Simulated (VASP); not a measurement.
Write the native input for VASP 6.6.1 that does the following.

* Task: relaxation of cell and atoms
* Functional: PBE
* Potentials or basis: VASP PAW PBE potentials, release 64 (Cd, S)
* Cutoff: 600 eV
* k mesh: 14 × 14 × 14
* Occupations: fermi-dirac, width 0.05 eV
* Spin: no spin polarisation
* Dipole correction: no
* Further INCAR settings: ALGO = Normal; EDIFF = 1e-06; IBRION = 2; EDIFFG = -0.005; NSW = 60; ISIF = 3

The structure of CdS (CsCl type) lies in POSCAR:

```
CdS
1.0
    3.0150239690      0.0000000000      0.0000000000
    0.0000000000      3.0150239690      0.0000000000
    0.0000000000      0.0000000000      3.0150239690
Cd S
1 1
Direct
    0.0000000000      0.0000000000      0.0000000000
    0.5000000000      0.5000000000      0.5000000000
```

These files were run (other wordings do the same):

INCAR

```
ALGO = Normal
EDIFF = 1E-6
EDIFFG = -0.005
ENCUT = 600
GGA = PE
IBRION = 2
ISIF = 3
ISMEAR = -1
LASPH = True
LCHARG = False
LREAL = False
LWAVE = False
NELM = 80
NSW = 60
PREC = Accurate
SIGMA = 0.05
```

KPOINTS

```
k-points
0
Gamma
  14 14 14
```

Potentials or basis: VASP PAW PBE potentials, release 64 (Cd, S).

Command:

```console
$ cat potpaw_PBE.64/Cd/POTCAR potpaw_PBE.64/S/POTCAR > POTCAR
$ mpirun -np 1 vasp_std > vasp.out
```

Results of the run:

```
Relaxed volume                         : 19.90 Å³/atom
Relaxed cell                           : a = 3.414 Å, b = 3.414 Å, c = 3.414 Å, α = 90.00°, β = 90.00°, γ = 90.00°
Space group after relaxing (to 0.05 Å) : Pm-3m (No. 221)
Energy gained by relaxing              : 853.4 meV/atom
Ionic steps                            : 20
Pressure after relaxing                : 0.0 GPa
Band gap on the k mesh                 : zero (band 9 reaches 3.81 eV, above the bottom of band 10 at 2.74 eV)
```

Caveat: the volume moved by over 15 % at a fixed basis, so the end points are rough.

Wall time 6.9 min on 1 thread of AMD EPYC 7R13, with other jobs on the host, peak memory 0.16 GiB.
